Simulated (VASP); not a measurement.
Here is a VASP 6.6.1 calculation.

File INCAR:

```
PREC = Accurate
ENCUT = 520
EDIFF = 1E-6
ISMEAR = -1
SIGMA = 0.1
LREAL = False
LASPH = True
NELM = 100
ALGO = Normal
ISIF = 2
LWAVE = False
LCHARG = True
GGA = B5
ALDAX = 1.0
AGGAX = 1.0
AGGAC = 1.0
ALDAC = 0.0
LELF = True
LVHAR = True
NBANDS = 24
```

Contents of KPOINTS:

```
regular mesh
0
Gamma
  19 19 6
```

POSCAR

```
Fe
1.0
    2.4845588063      0.0000000000      0.0000000000
   -1.2422794032      2.1516910434      0.0000000000
    0.0000000000      0.0000000000      7.9878117839
Fe
4
Direct
    0.0000000000      0.0000000000      0.0000000000
    0.0000000000      0.0000000000      0.5000000000
    0.3333333333      0.6666666667      0.2500000000
    0.6666666667      0.3333333333      0.7500000000
```

Potentials or basis: VASP PAW PBE potentials, release 64 (Fe).

Command:

```console
$ cat potpaw_PBE.64/Fe/POTCAR > POTCAR
$ mpirun -np 1 vasp_std > vasp.out
```

Task: Predict the band gap on the k mesh.

Result: Zero (bands 16 and 17 overlap by 1.61 eV).

Task: Estimate the pressure.

Result: 0.1 GPa.

Caveat: the PAW data sets were made with another functional, which shifts forces and pressure a little; the run has no spin polarisation, though such a crystal can be magnetic. Spin polarisation is off, so any magnetic state and its effect on volume and gap are missing.
